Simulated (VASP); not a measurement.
KTaO3, 5 atoms in the cell. It takes space group Pm-3m (No. 221, cubic). The conventional cell has a = 3.962 Å, b = 3.962 Å, c = 3.962 Å, α = 90.00°, β = 90.00°, γ = 90.00°. Within 2.6 Å of Ta (site symmetry m-3m) lie 6 O at 1.98 Å. Within 3.7 Å of K (site symmetry m-3m) lie 12 O at 2.80 Å and 8 Ta at 3.43 Å. O (site symmetry 4/mmm) has 2 Ta at 1.98 Å within 2.6 Å. 

| Property | Result |
| --- | --- |
| Program | VASP 6.6.1 |
| Task | single point |
| Functional | PBEsol |
| Dispersion | D4 |
| Potentials or basis | VASP PAW PBE potentials, release 64 (Ta_pv, K_sv, O) |
| Cutoff | 520 eV |
| k mesh | 7 × 7 × 7 |
| Occupations | fermi-dirac, width 0.05 eV |
| Spin | no spin polarisation |
| Dipole correction | no |
| Further INCAR settings | ALGO = Normal; EDIFF = 1e-07; NBANDS = 27 |

Potentials or basis: VASP PAW PBE potentials, release 64 (Ta_pv, K_sv, O).

Launch:

```sh
$ cat potpaw_PBE.64/Ta_pv/POTCAR potpaw_PBE.64/K_sv/POTCAR potpaw_PBE.64/O/POTCAR > POTCAR
$ mpirun -np 1 vasp_std > vasp.out
```

Hardware: 1 thread of AMD EPYC 7R13, with other jobs on the host.

Task: Estimate the wall time of this run.

Result: Run time: 72 s on 1 thread of AMD EPYC 7R13, with other jobs on the host, peak memory 0.16 GiB. Counts: scf iterations 15, k points 20.
